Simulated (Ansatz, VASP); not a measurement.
# One calculation of Ca2Yb2CuO2, two programs

POSCAR

```
Ca2Yb2CuO2
1.0
    0.0000000000      3.8314660000      0.0000000000
    3.8314660000      0.0000000000      0.0000000000
    1.9157330000      1.9157330000     -7.4450600000
Cu Yb Ca O
1 2 2 2
Direct
    0.5000000000      0.5000000000      0.0000000000
    0.3173800000      0.3173800000      0.3652400000
    0.6826200000      0.6826200000      0.6347600000
    0.1043400000      0.1043400000      0.7913200000
    0.8956600000      0.8956600000      0.2086800000
    0.5000000000      0.0000000000      0.0000000000
    0.0000000000      0.5000000000      0.0000000000
```

Contents of INCAR.step1:

```
PREC = Accurate
ENCUT = 520
ISMEAR = -1
SIGMA = 0.1
LREAL = False
LASPH = True
NELM = 60
NBANDS = 54
GGA = PE
ALGO = Normal
EDIFF = 1E-4
LWAVE = True
LCHARG = False
```

INCAR.step2

```
PREC = Accurate
ENCUT = 520
EDIFF = 1E-6
ISMEAR = -1
SIGMA = 0.1
LREAL = False
LASPH = True
NELM = 60
ALGO = Normal
ISIF = 2
LWAVE = False
LCHARG = False
METAGGA = R2SCAN
LMIXTAU = True
NBANDS = 54
ISTART = 1
```

Contents of KPOINTS:

```
Automatic mesh
0
Gamma
  5 5 5
```

Input for Ansatz:

```yaml
crystal:
  lattice:
    - [0.0, 3.831466, 0.0]
    - [3.831466, 0.0, 0.0]
    - [1.915733, 1.915733, -7.44506]
  atoms:
    - { symbol: Cu, position: [0.5, 0.5, 0.0] }
    - { symbol: Yb, position: [0.31738, 0.31738, 0.36524] }
    - { symbol: Yb, position: [0.68262, 0.68262, 0.63476] }
    - { symbol: Ca, position: [0.10434, 0.10434, 0.79132] }
    - { symbol: Ca, position: [0.89566, 0.89566, 0.20868] }
    - { symbol: O, position: [0.5, 0.0, 0.0] }
    - { symbol: O, position: [0.0, 0.5, 0.0] }
kpoints:
  mp_grid: { grid: [5, 5, 5], shift: [0, 0, 0] }
  band_path:
    path:
      - [0.0, 0.0, 0.0]
      - [0.5, 0.5, 0.5]
      - [0.5, 0.5, 0.25]
      - [0.0, 0.5, 0.0]
      - [0.0, 0.0, 0.0]
      - [0.0, 0.0, -0.5]
      - [0.0, 0.46689424, -0.26655288]
      - [0.0, 0.53310576, 0.26655288]
      - [0.0, 0.0, 0.0]
      - [0.5, 0.5, 0.5]
      - [0.46689424, 0.53310576, 0.5]
    npoints: 6
magnetization:
  spin_polarized: false
scf:
  occupations: { method: fermi_dirac }
  lower_state_search: "off"
  max_iter: 200
hamiltonian:
  pseudopotentials: { kind: paw }
  xc: r2scan
basis:
  ecutwfc: 500
  fft_grid_basis: typed
output:
  forces: true
  stress: true
  eigenvalues: true
  bader: true
  populations: true
  elf: true
  write_potential: true
  volumetric_format: npy
  dos:
    e_range: [-12, 8]
    de: 0.05
    projected: { site_lists: { Ca: [Ca], Cu: [Cu], O: [O], Yb: [Yb] } }
checkpoint:
  read: saved_state
```

Alike in both runs: task single point; functional r2SCAN; k mesh 5 × 5 × 5; no spin polarisation.

|  | VASP | Ansatz |
| --- | --- | --- |
| version | VASP 6.6.1 | Ansatz 0.2.0 |
| potentials or method | VASP PAW PBE potentials, release 64 (Cu, Yb, Ca_sv, O), cutoff 520 eV | PAW plane waves |
| occupations | fermi-dirac, width 0.1 eV | fermi-dirac |
| valence electrons in the cell | 91 | 99 |

```tsv
	VASP	Ansatz	Ansatz less VASP
pressure (GPa)	19.8	19.3	-0.56
traceless stress, the component that is largest in VASP (GPa)	-7.72	-7.51	+0.207
rms of the force components (eV/Å)	0.969	0.983	+0.0134
```

VASP's potentials were made for PBE, not for r2SCAN. Atom by atom the forces differ by 0.017 eV/Å (rms over components). VASP's potentials hold 91 valence electrons a cell and Ansatz's 99, so a difference there can come from the potentials and not from the codes.

Spin-orbit coupling is off throughout.
